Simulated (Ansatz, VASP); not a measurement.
# MgO in VASP and in Ansatz

Contents of POSCAR:

```
MgO
1.0
    0.0000000000      2.0970013927      2.0970013927
    2.0970013927      0.0000000000      2.0970013927
    2.0970013927      2.0970013927      0.0000000000
Mg O
1 1
Direct
    0.0000000000      0.0000000000      0.0000000000
    0.5000000000      0.5000000000      0.5000000000
```

Contents of INCAR.step1:

```
ALGO = Normal
EDIFF = 1E-5
ENCUT = 520
GGA = PE
ISIF = 2
ISMEAR = -1
LASPH = T
LREAL = F
LWAVE = T
NBANDS = 11
NELM = 80
PREC = Accurate
SIGMA = 0.05
```

INCAR.step2

```
ALGO = Normal
EDIFF = 1E-6
ENCUT = 520
GGA = PE
HFSCREEN = 0.2079
ISIF = 2
ISMEAR = -1
ISTART = 1
LASPH = T
LCHARG = T
LELF = T
LHFCALC = T
LREAL = F
LVHAR = T
LWAVE = F
NBANDS = 11
NELM = 80
PREC = Accurate
PRECFOCK = Normal
SIGMA = 0.05
```

Contents of KPOINTS:

```
k-points
0
Gamma
  6 6 6
```

File input.yaml:

```yaml
crystal:
  lattice:
    - [0.0, 2.0970013927, 2.0970013927]
    - [2.0970013927, 0.0, 2.0970013927]
    - [2.0970013927, 2.0970013927, 0.0]
  atoms:
    - { symbol: Mg, position: [0.0, 0.0, 0.0] }
    - { symbol: O, position: [0.5, 0.5, 0.5] }
kpoints:
  mp_grid: { grid: [6, 6, 6] }
scf:
  occupations: { method: fermi_dirac, width: 0.05 }
hamiltonian:
  xc: hse06
  pseudopotentials: { kind: all_electron, datasets: crystal }
output:
  forces: true
  stress: true
```

Alike in both runs: task single point; functional HSE06; k mesh 6 × 6 × 6; occupations fermi-dirac, width 0.05 eV; no spin polarisation.

|  | VASP | Ansatz |
| --- | --- | --- |
| version | VASP 6.6.1 | Ansatz 0.2.0 |
| potentials or method | VASP PAW PBE potentials, release 64 (Mg, O), cutoff 520 eV | all-electron PAW datasets made for the crystal |

|  | VASP | Ansatz | Ansatz less VASP |
| --- | --- | --- | --- |
| gap on the k mesh at the Fermi level (eV) | 6.58 | 6.61 | +0.037 |
| least direct gap on the mesh (eV) | 6.58 | 6.61 | +0.037 |
| pressure (GPa) | 0.6 | 0.9 | +0.32 |

Ansatz ran all-electron here, and VASP with PAW potentials.

The k mesh is coarse, so the values compare programs but aren't converged.
